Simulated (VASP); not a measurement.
Runs of VASP 6.6.1 on Pt. The structure is that of space group Fm-3m (No. 225), or close to it. The cells are those of the table. 

```tsv
cell	gap on the mesh (eV)	pressure (GPa)
a = 2.665, b = 2.665, c = 2.630 Å, angles 60.4, 60.4, 59.1°, 1 atom	none	65.8
a = 2.736, b = 2.736, c = 2.630 Å, angles 61.3, 61.3, 57.5°, 1 atom	none	(b)
a = 2.838 Å, angles 60.0°, 1 atom	none	-7.8
a = 2.701, b = 2.701, c = 2.630 Å, angles 60.9, 60.9, 58.3°, 1 atom	none	52.6
a = 2.734, b = 2.734, c = 2.769 Å, angles 59.6, 59.6, 60.8°, 1 atom	none	19.4
a = 2.734, b = 2.734, c = 2.700 Å, angles 60.4, 60.4, 59.2°, 1 atom	none	(a)
a = 2.665, b = 2.665, c = 2.700 Å, angles 59.6, 59.6, 60.9°, 1 atom	none	51.9
a = 2.907 Å, angles 60.0°, 1 atom	none	-19.7
```

Alike in all rows: task single point; level PBE; potentials or basis VASP PAW PBE potentials, release 64 (Pt); no spin polarisation; k mesh 20 × 20 × 20; cutoff (eV) 520; smearing gaussian 0.15 eV.

Q: Estimate the missing entries.

A: (a) 28.8; (b) 41.3.

Caveats: spin-orbit coupling is left out, which moves the levels of the heavy elements.

A k mesh can miss the band edges, and the runs leave out spin-orbit coupling on Pt.

A gap of «none» marks levels without a gap at the run's occupations.
